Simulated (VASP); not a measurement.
# Sn: relaxation of cell and atoms with PBE

Sn:

```
Sn
1.0
     0.00000    2.43587    2.43587
     2.43587    0.00000    2.43587
     2.43587    2.43587    0.00000
Sn
2
Direct
  0.87500 0.87500 0.87500
  0.12500 0.12500 0.12500
```

This isn't the form of Sn at room conditions, which is tetragonal (white tin).

* Program: VASP 6.6.1
* Task: relaxation of cell and atoms
* Functional: PBE
* Potentials or basis: VASP PAW PBE potentials, release 64 (Sn_d)
* Cutoff: 600 eV
* k mesh: 13 × 13 × 13
* Occupations: fermi-dirac, width 0.08 eV
* Spin: no spin polarisation
* Target pressure: 180 GPa
* Dipole correction: no
* Further INCAR settings: ALGO = Normal; EDIFF = 1e-06; IBRION = 2; EDIFFG = -0.005; NSW = 60; ISIF = 3

- Relaxed volume: 16.80 Å³/atom
- Relaxed cell: a = 3.622 Å, b = 3.622 Å, c = 3.622 Å, α = 60.00°, β = 60.00°, γ = 60.00°
- Space group after relaxing (to 0.1 Å): Fd-3m (No. 227)
- Energy change on relaxing (the run minimises the enthalpy): -3456.0 meV/atom
- Ionic steps: 8
- Pressure after relaxing: 180.0 GPa
- Band gap on the k mesh: zero (bands 14 and 15 overlap by 1.33 eV)

Step by step:
| step | energy change (eV) | largest force (eV/Å) | pressure (GPa) | volume (Å³) |
| --- | --- | --- | --- | --- |
| 1 | 0.0000 | 0.0000 | 303.42 | 28.91 |
| 2 | -16.9005 | 0.0000 | -5.46 | 104.98 |
| 3 | -11.8097 | 0.0000 | 99.54 | 39.40 |
| 4 | -7.5515 | 0.0000 | 169.22 | 34.19 |
| 5 | -6.9104 | 0.0000 | 180.10 | 33.61 |
| 6 | -7.0209 | 0.0000 | 178.09 | 33.70 |
| 7 | -6.0956 | 0.0000 | 194.08 | 32.91 |
| 8 | -6.9119 | 0.0000 | 180.05 | 33.61 |

Final structure:
```yaml
crystal:
  lattice:
    - [0.00000, 2.56134, 2.56134]
    - [2.56134, 0.00000, 2.56134]
    - [2.56134, 2.56134, 0.00000]
  atoms:
    - { symbol: Sn, position: [0.87500, 0.87500, 0.87500] }
    - { symbol: Sn, position: [0.12500, 0.12500, 0.12500] }
```

Levels at points of the mesh, in eV from the Fermi level:
| k point | band 10 | band 11 | band 12 | band 13 | band 14 | band 15 | band 16 | band 17 | band 18 |
| --- | --- | --- | --- | --- | --- | --- | --- | --- | --- |
| (0.00, 0.00, 0.00) | -22.91 | -17.32 | 1.05 | 1.05 | 1.05 | 2.37 | 2.37 | 2.37 | 5.12 |

Wall time 2.4 min on 1 thread of Intel(R) Xeon(R) 6975P-C (Granite Rapids), on a shared host, peak memory 0.2 GiB.

Caveat: the cell is relaxed towards a set pressure, so the run minimises the enthalpy, not the energy; the volume moved by over 15 % at a fixed basis, so the end points are rough; spin-orbit coupling is left out, which moves the levels of the heavy elements.
